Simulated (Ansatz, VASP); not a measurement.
This is a calculation of TePb for Ansatz 0.2.0.

Contents of input.yaml:

```yaml
crystal:
  lattice:
    - [0.0, 3.2523979746, 3.2523979746]
    - [3.2523979746, 0.0, 3.2523979746]
    - [3.2523979746, 3.2523979746, 0.0]
  atoms:
    - { symbol: Pb, position: [0.0, 0.0, 0.0] }
    - { symbol: Te, position: [0.5, 0.5, 0.5] }
hamiltonian:
  xc: pbe
  pseudopotentials: { kind: paw }
  dispersion: d3bj
kpoints:
  mp_grid: { grid: [7, 7, 7] }
scf:
  occupations: { method: fermi_dirac, width: 0.05 }
output:
  forces: true
  stress: true
  eigenvalues: true
```

Potentials or basis: Ansatz PAW.

Run with:

```bash
$ ansatz run input.yaml --threads 2 --pin off --max-ram 5120MiB --backend cpu --events-out ev --progress --plain --runs-dir out
```

Task: Set up the same calculation for VASP 6.6.1. Potentials there: VASP PAW PBE potentials, release 64 (Pb_d, Te).

Result: As run (the cutoff follows the program's own potentials):

Contents of INCAR:

```
  PREC = Accurate
  ENCUT = 520
  EDIFF = 1E-6
  ISMEAR = -1
  SIGMA = 0.05
  LREAL = F
  LASPH = T
  NELM = 100
  ALGO = Normal
  ISIF = 2
  LWAVE = F
  LCHARG = F
  GGA = PE
  IVDW = 12
  NBANDS = 17
```

File KPOINTS:

```
Automatic mesh
0
Gamma
  7 7 7
```

File POSCAR:

```
TePb
1.0
    0.0000000000      3.2523979746      3.2523979746
    3.2523979746      0.0000000000      3.2523979746
    3.2523979746      3.2523979746      0.0000000000
Pb Te
1 1
Direct
    0.0000000000      0.0000000000      0.0000000000
    0.5000000000      0.5000000000      0.5000000000
```

Potentials or basis: VASP PAW PBE potentials, release 64 (Pb_d, Te).

Run with:

```sh
$ cat potpaw_PBE.64/Pb_d/POTCAR potpaw_PBE.64/Te/POTCAR > POTCAR
$ mpirun -np 1 vasp_std > vasp.out
```

Both were run:

|  | VASP | Ansatz | Ansatz less VASP |
| --- | --- | --- | --- |
| pressure (GPa) | -0.7 | -0.7 | +0.06 |

VASP's potentials hold 20 valence electrons a cell and Ansatz's 30, so a difference there can come from the potentials and not from the codes.

Neither program's run includes spin-orbit coupling.
